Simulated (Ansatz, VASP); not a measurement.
# AlRu: VASP beside Ansatz

Contents of INCAR:

```
SYSTEM = AlRu
ALGO     = Normal         ! electronic algorithm
EDIFF    = 1E-7           ! SCF threshold, eV
EDIFFG   = -0.01          ! ionic threshold
ENCUT    = 600            ! plane-wave cutoff, eV
GGA      = PS             ! functional
IBRION   = 2              ! ionic algorithm
ISIF     = 3              ! what is computed and relaxed
ISMEAR   = -1             ! smearing method
LASPH    = .True.         ! aspherical terms in the spheres
LCHARG   = .False.        ! write CHGCAR
LREAL    = .False.        ! projectors in reciprocal space
LWAVE    = .False.        ! write WAVECAR
NELM     = 60             ! most SCF steps
NSW      = 80             ! ionic steps
PREC     = Accurate       ! precision mode
SIGMA    = 0.1            ! smearing width, eV
```

KPOINTS

```
k-points
0
Gamma
  11 11 11
  0 0 0
```

POSCAR

```
AlRu
1.0
    2.9916000000      0.0000000000      0.0000000000
    0.0000000000      2.9916000000      0.0000000000
    0.0000000000      0.0000000000      2.9916000000
Al Ru
1 1
Direct
    0.0000000000      0.0000000000      0.0000000000
    0.5000000000      0.5000000000      0.5000000000
```

Input for Ansatz:

```yaml
crystal:
  lattice:
    - [2.9916, 0.0, 0.0]
    - [0.0, 2.9916, 0.0]
    - [0.0, 0.0, 2.9916]
  atoms:
    - { symbol: Al, position: [0.0, 0.0, 0.0] }
    - { symbol: Ru, position: [0.5, 0.5, 0.5] }
  symmetry: { tolerance: 0.0003 }
hamiltonian:
  xc: pbesol
  pseudopotentials: { kind: paw, azcp: { folder: soft_1 } }
basis:
  ecutwfc: 420
magnetization:
  spin_polarized: false
scf:
  occupations: { method: fermi_dirac, width: 0.1 }
kpoints:
  mp_grid: { grid: [11, 11, 11], shift: [0, 0, 0] }
output:
  forces: true
  stress: true
  eigenvalues: true
relax:
  max_steps: 60
  cell: {}
```

Alike in both runs: task relaxation of cell and atoms; functional PBEsol; k mesh 11 × 11 × 11; occupations fermi-dirac, width 0.1 eV; no spin polarisation.

```csv
,VASP,Ansatz
version,VASP 6.6.1,Ansatz 0.2.0
potentials or method,"VASP PAW PBE potentials, release 64 (Al, Ru_pv), cutoff 600 eV",PAW plane waves
valence electrons in the cell,17,19
```

VASP gave:

- gap on the k mesh at the Fermi level, each at its own relaxed structure (eV): none
- relaxed volume (Å³/atom): 13.20
- relaxed cell length with the largest relative difference (Å): 2.978

**Question.** Which values does Ansatz return?

**Answer.** gap on the k mesh at the Fermi level, each at its own relaxed structure (eV): none; relaxed volume (Å³/atom): 13.20; relaxed cell length with the largest relative difference (Å): 2.977.

VASP's potentials were made for PBE, not for PBEsol, and Ansatz warns of the same on its side. A gap of «none» marks a metal or a gap that the smearing closes. VASP's potentials hold 17 valence electrons a cell and Ansatz's 19, so a difference there can come from the potentials and not from the codes.
